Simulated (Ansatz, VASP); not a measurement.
# Two plane-wave programs on Al

INCAR

```
PREC     = Accurate       # precision mode
ENCUT    = 500            # plane-wave cutoff, eV
EDIFF    = 1E-6           # SCF threshold, eV
ISMEAR   = 0              # smearing method
SIGMA    = 0.1            # smearing width, eV
LREAL    = False          # projectors in reciprocal space
LASPH    = True           # aspherical terms in the spheres
NELM     = 120            # most SCF steps
ALGO     = Normal         # electronic algorithm
ISIF     = 2              # what is computed and relaxed
LWAVE    = False          # write WAVECAR
LCHARG   = False          # write CHGCAR
GGA      = PS             # functional
NBANDS   = 8              # bands
GGA_COMPAT= False
```

The input KPOINTS:

```
Automatic mesh
0
Gamma
  8 8 8
```

Contents of POSCAR:

```
Al
1.0
    0.0000000000      2.0100000000      2.0100000000
    2.0100000000      0.0000000000      2.0100000000
    2.0100000000      2.0100000000      0.0000000000
Al
1
Direct
    0.0000000000      0.0000000000      0.0000000000
```

Input for Ansatz:

```yaml
crystal:
  lattice:
    - [0.0, 2.01, 2.01]
    - [2.01, 0.0, 2.01]
    - [2.01, 2.01, 0.0]
  atoms:
    - { symbol: Al, position: [0.0, 0.0, 0.0] }
basis:
  ecutwfc: 420
kpoints:
  mp_grid: { grid: [8, 8, 8] }
hamiltonian:
  xc: pbesol
  pseudopotentials: { kind: paw, azcp: { folder: soft_1 } }
scf:
  occupations: { method: gaussian, width: 0.1 }
output:
  forces: true
  stress: true
  eigenvalues: true
```

Alike in both runs: task single point; functional PBEsol; k mesh 8 × 8 × 8; occupations gaussian, width 0.1 eV; no spin polarisation.

|  | VASP | Ansatz |
| --- | --- | --- |
| version | VASP 6.6.1 | Ansatz 0.2.0 |
| potentials or method | VASP PAW PBE potentials, release 64 (Al), cutoff 500 eV | scalar-relativistic, plane waves, PAW |
| valence electrons in the cell | 3 | 3 |

|  | VASP | Ansatz | Ansatz less VASP |
| --- | --- | --- | --- |
| gap on the k mesh at the Fermi level (eV) | none | none | - |
| pressure (GPa) | -0.1 | -0.2 | -0.08 |

VASP's potentials were made for PBE, not for PBEsol, and Ansatz warns of the same on its side. A gap of «none» marks a metal or a gap that the smearing closes.
